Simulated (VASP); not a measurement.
Input of a VASP 6.6.1 run:

POSCAR

```
BN
1.0
    2.5439493169      0.0000000000      0.0000000000
   -1.2719746584      2.2031247344      0.0000000000
    0.0000000000      0.0000000000      4.2078167860
B N
2 2
Direct
    0.6666666667      0.3333333333      0.0002035744
    0.3333333333      0.6666666667      0.5002035744
    0.6666666667      0.3333333333      0.3747964256
    0.3333333333      0.6666666667      0.8747964256
```

File INCAR.step1:

```
SYSTEM = BN
PREC = Accurate ; ENCUT = 520
EDIFF = 1E-5 ; ISMEAR = 0
SIGMA = 0.01 ; LREAL = .False.
LASPH = .True. ; NELM = 60
ALGO = Normal ; ISIF = 2
LWAVE = .True. ; GGA = PE
NBANDS = 16 ; KPAR = 2
```

File INCAR.step2:

```
SYSTEM = BN
PREC = Accurate ; ENCUT = 520
EDIFF = 1E-7 ; ISMEAR = 0
SIGMA = 0.01 ; LREAL = .False.
LASPH = .True. ; NELM = 60
ALGO = Normal ; ISIF = 2
LWAVE = .False. ; LCHARG = .True.
GGA = PE ; LHFCALC = .True.
HFSCREEN = 0.2079 ; PRECFOCK = Normal
LVHAR = .True. ; ISTART = 1
NBANDS = 16 ; KPAR = 2
```

The input KPOINTS:

```
Automatic mesh
0
Gamma
  9 9 4
  0 0 0
```

Potentials or basis: VASP PAW PBE potentials, release 64 (B, N).

The run is started by

```sh
$ cat potpaw_PBE.64/B/POTCAR potpaw_PBE.64/N/POTCAR > POTCAR
$ cp INCAR.step1 INCAR
$ mpirun -np 2 vasp_std > vasp.out
$ cp INCAR.step2 INCAR
$ mpirun -np 2 vasp_std > vasp.out
```

(1) Predict the band gap on the k mesh.

(2) What does it give for the largest force?

Answers

(1) 6.51 eV (least direct gap 9.94 eV).

(2) 0.009 eV/Å.

Caveat: the cell stands under tension; the PAW data sets were made with another functional, which shifts forces and pressure a little.
